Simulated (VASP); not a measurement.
# SrAl3 (Pm-3m) in VASP: further runs

The runs below take SrAl3 through single point, with PBE, PBEsol.

Program: VASP 6.6.1. These are calculated values, not measurements. Logs are shortened: lines on timing, memory, paths and dates and some standing lists are left out, and cuts for length are marked.

### 1 The cell of the first run

Symmetry: Pm-3m, No. 221, cubic system. The conventional cell has a = 4.444 Å, b = 4.444 Å, c = 4.444 Å, α = 90.00°, β = 90.00°, γ = 90.00°. Sr (site symmetry m-3m) has 12 Al at 3.14 Å within 4.1 Å. Al (site symmetry 4/mmm) has 4 Sr at 3.14 Å and 8 Al at 3.14 Å within 4.1 Å.

### 2 Single point, PBE (21.94 Å³/atom)

INCAR reads:

```
SYSTEM = SrAl3
  PREC = Accurate
  ENCUT = 520
  EDIFF = 1E-6
  ISMEAR = 0
  SIGMA = 0.05
  LREAL = .False.
  LASPH = .True.
  NELM = 80
  ALGO = Fast
  ISIF = 2
  LWAVE = .False.
  LCHARG = .True.
  GGA = PE
  LELF = .True.
  LVHAR = .True.
  NBANDS = 18
```

KPOINTS reads:

```
regular mesh
0
Gamma
  8 8 8
  0 0 0
```

POSCAR reads:

```
SrAl3
1.0
    4.4436763372      0.0000000000      0.0000000000
    0.0000000000      4.4436763372      0.0000000000
    0.0000000000      0.0000000000      4.4436763372
Sr Al
1 3
Direct
    0.0000000000      0.0000000000      0.0000000000
    0.0000000000      0.5000000000      0.5000000000
    0.5000000000      0.5000000000      0.0000000000
    0.5000000000      0.0000000000      0.5000000000
```

Potentials or basis: VASP PAW PBE potentials, release 64 (Sr_sv, Al).

Started as:

```bash
> cat potpaw_PBE.64/Sr_sv/POTCAR potpaw_PBE.64/Al/POTCAR > POTCAR
> mpirun -np 1 vasp_std > vasp.out
```

OUTCAR:

```text
SYSTEM = SrAl3
   PREC = Accurate
   ENCUT = 520
   EDIFF = 1E-6
   ISMEAR = 0
   LREAL = .False.
   LASPH = .True.
   NELM = 80
   ISIF = 2
   GGA = PE

 ion  position               nearest neighbor table
   1  0.000  0.000  0.000-   2 3.14   3 3.14   4 3.14   2 3.14   4 3.14   2 3.14   3 3.14   2 3.14
                             3 3.14   4 3.14   4 3.14   3 3.14
   2  0.000  0.500  0.500-   1 3.14   3 3.14   4 3.14   1 3.14   3 3.14   1 3.14   4 3.14   1 3.14
                             3 3.14   4 3.14   3 3.14   4 3.14
   3  0.500  0.500  0.000-   1 3.14   2 3.14   4 3.14   2 3.14   4 3.14   1 3.14   4 3.14   4 3.14
                             1 3.14   2 3.14   2 3.14   1 3.14
   4  0.500  0.000  0.500-   1 3.14   2 3.14   3 3.14   1 3.14   3 3.14   2 3.14   3 3.14   3 3.14
                             1 3.14   2 3.14   1 3.14   2 3.14

  LATTYP: Found a simple cubic cell.
 ALAT       =     4.4436763372

  Lattice vectors:

 A1 = (   4.4436763372,   0.0000000000,   0.0000000000)
 A2 = (   0.0000000000,   4.4436763372,   0.0000000000)
 A3 = (   0.0000000000,   0.0000000000,   4.4436763372)

Analysis of symmetry for initial positions (statically):
=====================================================================
 Subroutine PRICEL returns:
 Original cell was already a primitive cell.

 Routine SETGRP: Setting up the symmetry group for a
 simple cubic supercell.

 Subroutine GETGRP returns: Found 48 space group operations
 (whereof 48 operations were pure point group operations)
 out of a pool of 48 trial point group operations.

The static configuration has the point symmetry O_h .

Analysis of symmetry for dynamics (positions and initial velocities):
=====================================================================
 Subroutine PRICEL returns:
 Original cell was already a primitive cell.

 Routine SETGRP: Setting up the symmetry group for a
 simple cubic supercell.

 Subroutine GETGRP returns: Found 48 space group operations
 (whereof 48 operations were pure point group operations)
 out of a pool of 48 trial point group operations.

The dynamic configuration has the point symmetry O_h .

 Subroutine INISYM returns: Found 48 space group operations
 (whereof 48 operations are pure point group operations),
 and found     1 'primitive' translations

----------------------------------------------------------------------------------------

                                     Primitive cell

  volume of cell :      87.7460

  direct lattice vectors                    reciprocal lattice vectors
[... 97 lines left out ...]
   ISIF   =      2    stress and relaxation
   ISYM   =      2    0-nonsym 1-usesym 2-fastsym
   POTIM  = 0.5000    time-step for ionic-motion
   TEBEG  =    0.0;   TEEND  =   0.0 temperature during run
   PSTRESS=    0.0 pullay stress
   NELECT =      19.0000    total number of electrons
   NUPDOWN=      -1.0000    fix difference up-down
   EMIN   =  10.00;   EMAX   =-10.00  energy-range for DOS
   EFERMI =   0.00;   METHOD = LEGACY
   ISMEAR =     0;   SIGMA  =   0.05  broadening in eV -4-tet -1-fermi 0-gaus
   EFERMI_NEDOS =   21; number of points for ismear=-14 and -15
   IALGO  =     68    algorithm
   IMIX   =      4    mixing-type and parameters
     AMIX     =   0.40;   BMIX     =  1.00
     AMIX_MAG =   1.60;   BMIX_MAG =  1.00
  volume/ion in A,a.u.               =      21.94       148.03
  Fermi-wavevector in a.u.,A,eV,Ry     =   0.983068  1.857729 13.148982  0.966423
  Thomas-Fermi vector in A             =   2.114198
   LORBIT       =      0    0 simple, 1 ext, 2 COOP (PROOUT), +10 PAW based schemes
   GGA     = PE    functional components
   LHFCALC =     F    Hartree Fock is set to
   AEXX    =    0.0000 exact exchange contribution
   IVDW    =     0    specifies the selected vdW correction
   LEPSILON=     F    determine dielectric tensor
   LRPA    =     F    only Hartree local field effects (RPA)
 non-spin polarized calculation
 RMM-DIIS sequential band-by-band and
 Gauss-broadening in eV      SIGMA  =   0.05
  energy-cutoff  :      520.00
  volume of cell :       87.75
 maximum number of plane-waves:      2392
 NGX is ok and might be reduce to    36
   NGX = 17   NGY = 17   NGZ = 17

 number of electron      19.0000001 magnetization

 Free energy of the ion-electron system (eV)
  ---------------------------------------------------
  ext. energy  EPLUGINS =         0.00000000
  ---------------------------------------------------
  free energy    TOTEN  =       -12.81447986 eV

  energy without entropy =      -12.81226716  energy(sigma->0) =      -12.81337351

 E-fermi :   5.0380     XC(G=0):  -9.6005

 val. band max:        5.0031504715   @ k =   0.5000   0.3750   0.0000
 cond. band min:       5.1410104684   @ k =   0.3750   0.3750   0.1250
 fundamental gap:      0.1378599969
 Fermi energy:         5.0379978566

 k-point     1 :       0.0000    0.0000    0.0000
  band No.  band energies     occupation
      1     -29.1270      2.00000
      2     -11.3239      2.00000
      3     -11.3239      2.00000
      4     -11.3239      2.00000
      5      -3.2061      2.00000
      6       2.8338      2.00000
[... 481 lines left out ...]
      5      -0.7297      2.00000
      6       0.3613      2.00000
[... 10 lines left out ...]
     17      11.1549      0.00000
     18      11.2410      0.00000

 [... further k-points ...]

------------------------ aborting loop because EDIFF is reached ----------------------------------------

  FORCE on cell =-STRESS in cart. coord.  units (eV):
  Direction    XX          YY          ZZ          XY          YZ          ZX
  --------------------------------------------------------------------------------------
  -------------------------------------------------------------------------------------
  Total        0.5494465      0.5494465      0.5494465      0.0000000     -0.0000000     -0.0000000
  in kB       10.0324892     10.0324892     10.0324892      0.0000000     -0.0000000     -0.0000000
  external PRESSURE =      10.0324892 kB  Pullay stress =       0.0000000 kB

 VOLUME and BASIS-vectors are now :
 -----------------------------------------------------------------------------
  energy-cutoff  :      520.00
  volume of cell :       87.75
      direct lattice vectors                 reciprocal lattice vectors
     4.443676337  0.000000000  0.000000000     0.225038892  0.000000000  0.000000000
     0.000000000  4.443676337  0.000000000     0.000000000  0.225038892  0.000000000
     0.000000000  0.000000000  4.443676337     0.000000000  0.000000000  0.225038892

 POSITION                                       TOTAL-FORCE (eV/Angst)
 -----------------------------------------------------------------------------------
      0.00000      0.00000      0.00000         0.000000      0.000000      0.000000
      0.00000      2.22184      2.22184         0.000000      0.000000      0.000000
      2.22184      2.22184      0.00000         0.000000      0.000000      0.000000
      2.22184      0.00000      2.22184         0.000000      0.000000      0.000000
 -----------------------------------------------------------------------------------
    total drift:                                0.000000     -0.000000     -0.000000

  FREE ENERGIE OF THE ION-ELECTRON SYSTEM (eV)
  ---------------------------------------------------
  free  energy   TOTEN  =       -12.8144798622 eV

  energy  without entropy=      -12.8122671594  energy(sigma->0) =      -12.81337351
```

Wall time 84 s (1 thread of Intel Xeon 8259CL, shared host); peak memory 0.23 GiB.

What came out:

```
Free energy            : -12.8145 eV
Pressure               : 1.0 GPa
Band gap on the k mesh : zero (an odd number of electrons rules out a gap without spin polarisation)
```

### 3 Single point, PBE

This run uses another cell than the first one, of 22.29 Å³/atom.

INCAR reads:

```
  PREC = Accurate
  ENCUT = 520
  EDIFF = 1E-6
  ISMEAR = 0
  SIGMA = 0.05
  LREAL = F
  LASPH = T
  NELM = 100
  ALGO = Fast
  ISIF = 2
  LWAVE = F
  LCHARG = F
  GGA = PE
  NBANDS = 18
```

KPOINTS reads:

```
Automatic mesh
0
Gamma
  8 8 8
```

POSCAR reads:

```
SrAl3
1.0
    4.4677530092      0.0000000000      0.0000000000
    0.0000000000      4.4677530092      0.0000000000
    0.0000000000      0.0000000000      4.4677530092
Sr Al
1 3
Direct
    0.0000000000      0.0000000000      0.0000000000
    0.0000000000      0.5000000000      0.5000000000
    0.5000000000      0.5000000000      0.0000000000
    0.5000000000      0.0000000000      0.5000000000
```

Potentials or basis: VASP PAW PBE potentials, release 64 (Sr_sv, Al).

Started as:

```bash
> cat potpaw_PBE.64/Sr_sv/POTCAR potpaw_PBE.64/Al/POTCAR > POTCAR
> mpirun -np 1 vasp_std > vasp.out
```

It took 78 s on 1 thread of Intel Xeon 8259CL, shared host; peak memory 0.23 GiB.

The run converged. Its results:

- Free energy: -12.8198 eV
- Pressure: 0.2 GPa
- Band gap on the k mesh: zero (an odd number of electrons rules out a gap without spin polarisation)

Levels at points of the mesh, in eV from the Fermi level:
| k point | band 6 | band 7 | band 8 | band 9 | band 10 | band 11 | band 12 | band 13 |
| --- | --- | --- | --- | --- | --- | --- | --- | --- |
| (0.00, 0.00, 0.00) | -2.21 | -2.21 | -0.86 | -0.86 | -0.86 | 2.49 | 3.24 | 3.24 |
| (0.50, 0.00, 0.00) | -5.85 | -0.91 | -0.91 | -0.47 | -0.34 | 1.67 | 1.67 | 2.13 |
| (0.50, 0.50, 0.00) | -4.34 | -4.34 | -2.89 | 0.36 | 0.36 | 1.37 | 1.77 | 3.06 |
| (0.50, 0.50, 0.50) | -4.25 | -4.25 | -3.26 | -1.36 | -1.36 | -1.36 | 2.75 | 5.70 |

### 4 Single point, PBE (22.38 Å³/atom)

This run uses another cell than the first one, of 22.38 Å³/atom.

INCAR reads:

```
PREC = Accurate ; ENCUT = 520
EDIFF = 1E-6 ; ISMEAR = 0
SIGMA = 0.05 ; LREAL = False
LASPH = True ; NELM = 100
ALGO = Normal ; ISIF = 2
LWAVE = False ; LCHARG = False
GGA = PE ; NBANDS = 18
```

KPOINTS reads:

```
regular mesh
0
Gamma
  8 8 8
```

POSCAR reads:

```
SrAl3
1.0
    4.4737020881      0.0000000000      0.0000000000
    0.0000000000      4.4737020881      0.0000000000
    0.0000000000      0.0000000000      4.4737020881
Sr Al
1 3
Direct
    0.0000000000      0.0000000000      0.0000000000
    0.0000000000      0.5000000000      0.5000000000
    0.5000000000      0.5000000000      0.0000000000
    0.5000000000      0.0000000000      0.5000000000
```

Started as:

```bash
> cat potpaw_PBE.64/Sr_sv/POTCAR potpaw_PBE.64/Al/POTCAR > POTCAR
> mpirun -np 1 vasp_std > vasp.out
```

Run time: 53 s. Hardware: 1 thread of Intel Xeon 8259CL, shared host; peak memory 0.23 GiB.

Results (log left out):

```yaml
Free_energy: -12.8201 eV
Pressure: 0.0 GPa
Band_gap_on_the_k_mesh: zero (an odd number of electrons rules out a gap without spin polarisation)
```

Levels at points of the mesh, in eV from the Fermi level:
```csv
k point,band 6,band 7,band 8,band 9,band 10,band 11,band 12,band 13
"(0.00, 0.00, 0.00)",-2.21,-2.21,-0.86,-0.86,-0.86,2.49,3.24,3.24
"(0.50, 0.00, 0.00)",-5.84,-0.91,-0.91,-0.46,-0.36,1.66,1.66,2.12
"(0.50, 0.50, 0.00)",-4.34,-4.34,-2.89,0.36,0.36,1.37,1.76,3.04
"(0.50, 0.50, 0.50)",-4.24,-4.24,-3.25,-1.36,-1.36,-1.36,2.73,5.68
```

### 5 Single point, PBEsol

This run uses another cell than the first one, of 22.38 Å³/atom.

INCAR reads:

```
  ALGO = Fast
  EDIFF = 1E-6
  ENCUT = 520
  GGA = PS
  ISIF = 2
  ISMEAR = 0
  LASPH = T
  LCHARG = T
  LELF = T
  LREAL = F
  LVHAR = T
  LWAVE = F
  NBANDS = 18
  NELM = 100
  PREC = Accurate
  SIGMA = 0.05
```

KPOINTS reads:

```
k-points
0
Gamma
  8 8 8
```

POSCAR is that of step 4.

Potentials or basis: VASP PAW PBE potentials, release 64 (Sr_sv, Al).

Started as:

```bash
> cat potpaw_PBE.64/Sr_sv/POTCAR potpaw_PBE.64/Al/POTCAR > POTCAR
> mpirun -np 1 vasp_std > vasp.out
```

OUTCAR:

```text
EDIFF = 1E-6
   ENCUT = 520
   GGA = PS
   ISIF = 2
   ISMEAR = 0
   LASPH = T
   LREAL = F
   NELM = 100
   PREC = Accurate

 ion  position               nearest neighbor table
   1  0.000  0.000  0.000-   2 3.16   3 3.16   4 3.16   2 3.16   4 3.16   2 3.16   3 3.16   2 3.16
                             3 3.16   4 3.16   4 3.16   3 3.16
   2  0.000  0.500  0.500-   1 3.16   3 3.16   4 3.16   1 3.16   3 3.16   1 3.16   4 3.16   1 3.16
                             3 3.16   4 3.16   3 3.16   4 3.16
   3  0.500  0.500  0.000-   1 3.16   2 3.16   4 3.16   2 3.16   4 3.16   1 3.16   4 3.16   4 3.16
                             1 3.16   2 3.16   2 3.16   1 3.16
   4  0.500  0.000  0.500-   1 3.16   2 3.16   3 3.16   1 3.16   3 3.16   2 3.16   3 3.16   3 3.16
                             1 3.16   2 3.16   1 3.16   2 3.16

  LATTYP: Found a simple cubic cell.
 ALAT       =     4.4737020881

  Lattice vectors:

 A1 = (   4.4737020881,   0.0000000000,   0.0000000000)
 A2 = (   0.0000000000,   4.4737020881,   0.0000000000)
 A3 = (   0.0000000000,   0.0000000000,   4.4737020881)

Analysis of symmetry for initial positions (statically):
[... 179 lines left out ...]
 E-fermi :   4.8213     XC(G=0):  -9.6092

 val. band max:        4.7955152058   @ k =   0.5000   0.3750   0.0000
 cond. band min:       4.9230846464   @ k =   0.3750   0.3750   0.1250
 fundamental gap:      0.1275694406
 Fermi energy:         4.8213270057

 k-point     1 :       0.0000    0.0000    0.0000
  band No.  band energies     occupation
      1     -29.3161      2.00000
      2     -11.5260      2.00000
      3     -11.5260      2.00000
      4     -11.5260      2.00000
      5      -3.3346      2.00000
      6       2.6215      2.00000
[... 481 lines left out ...]
      5      -0.8837      2.00000
      6       0.1756      2.00000
[... 10 lines left out ...]
     17      10.8130      0.00000
     18      10.9344      0.00000

 [... further k-points ...]

------------------------ aborting loop because EDIFF is reached ----------------------------------------

  FORCE on cell =-STRESS in cart. coord.  units (eV):
  Direction    XX          YY          ZZ          XY          YZ          ZX
  --------------------------------------------------------------------------------------
  -------------------------------------------------------------------------------------
  Total       -0.9631138     -0.9631138     -0.9631138     -0.0000000     -0.0000000      0.0000000
  in kB      -17.2340371    -17.2340371    -17.2340371     -0.0000000     -0.0000000      0.0000000
  external PRESSURE =     -17.2340371 kB  Pullay stress =       0.0000000 kB

 VOLUME and BASIS-vectors are now :
 -----------------------------------------------------------------------------
  energy-cutoff  :      520.00
  volume of cell :       89.54
      direct lattice vectors                 reciprocal lattice vectors
     4.473702088  0.000000000  0.000000000     0.223528519  0.000000000  0.000000000
     0.000000000  4.473702088  0.000000000     0.000000000  0.223528519  0.000000000
     0.000000000  0.000000000  4.473702088     0.000000000  0.000000000  0.223528519

 POSITION                                       TOTAL-FORCE (eV/Angst)
 -----------------------------------------------------------------------------------
      0.00000      0.00000      0.00000         0.000000      0.000000      0.000000
      0.00000      2.23685      2.23685         0.000000      0.000000      0.000000
      2.23685      2.23685      0.00000         0.000000      0.000000      0.000000
      2.23685      0.00000      2.23685         0.000000      0.000000      0.000000
 -----------------------------------------------------------------------------------
    total drift:                                0.000000     -0.000000     -0.000000

  FREE ENERGIE OF THE ION-ELECTRON SYSTEM (eV)
  ---------------------------------------------------
  free  energy   TOTEN  =       -14.1376812290 eV

  energy  without entropy=      -14.1354762885  energy(sigma->0) =      -14.13657876
```

stdout:

```text
POSCAR found type information on POSCAR SrAl
 POSCAR found :  2 types and       4 ions
 scaLAPACK will be used
 -----------------------------------------------------------------------------
|                                                                             |
|                                                                             |
|     You enforced a specific xc type in the INCAR file but a different       |
|     I HOPE YOU KNOW WHAT YOU ARE DOING!                                     |
|                                                                             |
 -----------------------------------------------------------------------------

 LDA part: xc-table for (Slater+PW92), standard interpolation
 POSCAR, INCAR and KPOINTS ok, starting setup
 FFT: planning ... GRIDC
 FFT: planning ... GRID_SOFT
 FFT: planning ... GRID
 WAVECAR not read
 entering main loop
```

Wall time 67 s (1 thread of Intel Xeon 8259CL, shared host); peak memory 0.23 GiB.

What came out:

* Free energy: -14.1377 eV
* Pressure: -1.7 GPa
* Band gap on the k mesh: zero (an odd number of electrons rules out a gap without spin polarisation)

Caveat: the PAW data sets were made with another functional, which shifts forces and pressure a little.

### 6 The runs side by side

| level | cell | gap on the mesh (eV) | pressure (GPa) |
| --- | --- | --- | --- |
| PBE | a = 4.444 Å, 4 atoms | none | 1.0 |
| PBE | a = 4.468 Å, 4 atoms | none | 0.2 |
| PBE | a = 4.474 Å, 4 atoms | none | 0.0 |
| PBEsol | a = 4.474 Å, 4 atoms | none | -1.7 |

Alike in all rows: task single point; potentials or basis VASP PAW PBE potentials, release 64 (Sr_sv, Al); no spin polarisation; k mesh 8 × 8 × 8; cutoff (eV) 520; smearing gaussian 0.05 eV.

Caveats: the PAW data sets were made with another functional, which shifts forces and pressure a little (at least some runs).

Total energies depend on the potentials used, so only differences within one code and one set of settings carry meaning.

The gap in the log of VASP goes by the Fermi energy; the results here count the filled bands.